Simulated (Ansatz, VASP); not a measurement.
One calculation of CO2, two programs

```
C O
1.0
    -4.30566    3.24034    2.03590
     4.30566   -3.24034    2.03590
     4.30566    3.24034   -2.03590
C O
4 8
Direct
  0.85793 0.60380 0.46753
  0.13628 0.39041 0.53247
  0.85793 0.89041 0.75413
  0.13628 0.10380 0.24587
  0.83205 0.74724 0.25736
  0.12225 0.12225 0.00000
  0.48988 0.24724 0.41519
  0.48988 0.57469 0.74264
  0.11005 0.31703 0.29303
  0.02400 0.81703 0.70697
  0.12225 0.62225 0.50000
  0.83205 0.07469 0.58481
```

Alike in both runs: functional PBE; k mesh 6 × 6 × 6; occupations gaussian, width 0.1 eV; no spin polarisation.

Ansatz relaxed the structure, and its values are those at the end. VASP's run is a single point on that final structure, the one shown.

|  | VASP | Ansatz |
| --- | --- | --- |
| version | VASP 6.6.1 | Ansatz 0.2.0 |
| potentials or method | VASP PAW PBE potentials, release 64 (C, O), cutoff 520 eV | scalar-relativistic, plane waves, PAW |
| valence electrons in the cell | 64 | 64 |

VASP gave:

```
gap on the k mesh at the Fermi level (eV) : 6.97
least direct gap on the mesh (eV)         : 7.04
pressure (GPa)                            : 1.0
rms of the force components (eV/Å)        : 0.037
```

Problem. Which values does Ansatz return?

Solution. gap on the k mesh at the Fermi level (eV): 7.02; least direct gap on the mesh (eV): 7.10; pressure (GPa): -0.1; rms of the force components (eV/Å): 0.002.
